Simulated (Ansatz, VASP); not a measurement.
## Ga: VASP beside Ansatz

The input INCAR:

```
SYSTEM = Ga
PREC     = Accurate       ! precision mode
ENCUT    = 520            ! plane-wave cutoff, eV
EDIFF    = 1E-6           ! SCF threshold, eV
ISMEAR   = -1             ! smearing method
SIGMA    = 0.05           ! smearing width, eV
LREAL    = .FALSE.        ! projectors in reciprocal space
LASPH    = .TRUE.         ! aspherical terms in the spheres
NELM     = 80             ! most SCF steps
ALGO     = Normal         ! electronic algorithm
ISIF     = 2              ! what is computed and relaxed
LWAVE    = .FALSE.        ! write WAVECAR
LCHARG   = .FALSE.        ! write CHGCAR
GGA      = PS             ! functional
NBANDS   = 34             ! bands
```

Contents of KPOINTS:

```
Automatic mesh
0
G
  9 9 8
  0 0 0
```

File POSCAR:

```
Ga
1.0
    2.1980140000     -3.7885697500     -0.0235057500
    2.3126860000      3.8562302500      0.0911662500
    0.0677505000      0.0677505000      4.5167000000
Ga
4
Direct
    0.1525000000      0.8475000000      0.0785000000
    0.6525000000      0.3475000000      0.4215000000
    0.8475000000      0.1525000000      0.9215000000
    0.3475000000      0.6525000000      0.5785000000
```

Input for Ansatz:

```yaml
crystal:
  lattice:
    - [2.198014, -3.78856975, -0.02350575]
    - [2.312686, 3.85623025, 0.09116625]
    - [0.0677505, 0.0677505, 4.5167]
  atoms:
    - { symbol: Ga, position: [0.1525, 0.8475, 0.0785] }
    - { symbol: Ga, position: [0.6525, 0.3475, 0.4215] }
    - { symbol: Ga, position: [0.8475, 0.1525, 0.9215] }
    - { symbol: Ga, position: [0.3475, 0.6525, 0.5785] }
kpoints:
  mp_grid: { grid: [9, 9, 8] }
  band_path:
    path:
      - [0.0, 0.0, 0.0]
      - [0.5, 0.0, 0.0]
      - [0.0, 0.0, -0.5]
      - [0.0, 0.0, 0.0]
      - [0.0, 0.5, 0.0]
      - [-0.5, 0.5, 0.5]
      - [0.0, 0.0, 0.0]
      - [0.0, 0.5, 0.5]
      - [-0.5, 0.5, 0.0]
    npoints: 5
scf:
  occupations: { method: fermi_dirac, width: 0.05 }
hamiltonian:
  xc: pbesol
  pseudopotentials: { kind: all_electron, lapw: { basis_error: 0.001 } }
output:
  forces: true
  stress: true
  eigenvalues: true
```

Change from the starting cell: equal xy, yz and zx shear strains of +3 %.

Alike in both runs: task single point; functional PBEsol; k mesh 9 × 9 × 8; occupations fermi-dirac, width 0.05 eV; no spin polarisation.

|  | VASP | Ansatz |
| --- | --- | --- |
| version | VASP 6.6.1 | Ansatz 0.2.0 |
| potentials or method | VASP PAW PBE potentials, release 64 (Ga_d), cutoff 520 eV | all-electron LAPW, scalar-relativistic |

Ansatz gave:

- pressure (GPa): -1.0
- traceless stress, the component that is largest in VASP (GPa): 1.56
- rms of the force components (eV/Å): 0.251

Q: Which values does VASP return?

A: Pressure (GPa): -1.0; traceless stress, the component that is largest in VASP (GPa): 1.56; rms of the force components (eV/Å): 0.249.

VASP's potentials were made for PBE, not for PBEsol. Atom by atom the forces differ by 0.003 eV/Å (rms over components). Ansatz ran all-electron here, and VASP with PAW potentials.
